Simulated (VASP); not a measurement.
W2N, 9 atoms in the cell. The structure is trigonal, space group P-3m1 (No. 164). The conventional cell has a = 2.833 Å, b = 2.833 Å, c = 17.590 Å, α = 90.00°, β = 90.00°, γ = 120.00°. Within 2.8 Å of W (site symmetry 3m) lie 3 N at 2.10 Å and 1 W at 2.67 Å. W (site symmetry 3m) has 1 N at 1.97 Å within 2.6 Å. W (site symmetry 3m) has 3 N at 2.19 Å and 7 W at 2.73 to 2.83 Å within 2.9 Å. N (site symmetry -3m) has 6 W at 2.19 Å and 6 N at 2.83 Å within 2.9 Å. Within 2.6 Å of N (site symmetry 3m) lie 4 W at 1.97 to 2.10 Å. 

```yaml
Program: VASP 6.6.1
Task: single point
Functional: PBE
Potentials_or_basis: VASP PAW PBE potentials, release 64 (W_sv, N)
Cutoff: 520 eV
k_mesh: 18 × 18 × 4
Occupations: gaussian, width 0.15 eV
Spin: no spin polarisation
Dipole_correction: no
Further_INCAR_settings: ALGO = Normal; EDIFF = 1e-06; NBANDS = 60
```

Potentials or basis: VASP PAW PBE potentials, release 64 (W_sv, N).

Launch:

```bash
$ cat potpaw_PBE.64/W_sv/POTCAR potpaw_PBE.64/N/POTCAR > POTCAR
$ mpirun -np 1 vasp_std > vasp.out
```

Hardware: 1 thread of AMD EPYC 7R43 64-Core Processor (Zen 3) (shared host).

Task: Estimate the wall time of this run.

Result: Run time: 29 min on 1 thread of AMD EPYC 7R43 64-Core Processor (Zen 3), on a shared host, peak memory 0.74 GiB. Counts: scf iterations 19, k points 138.
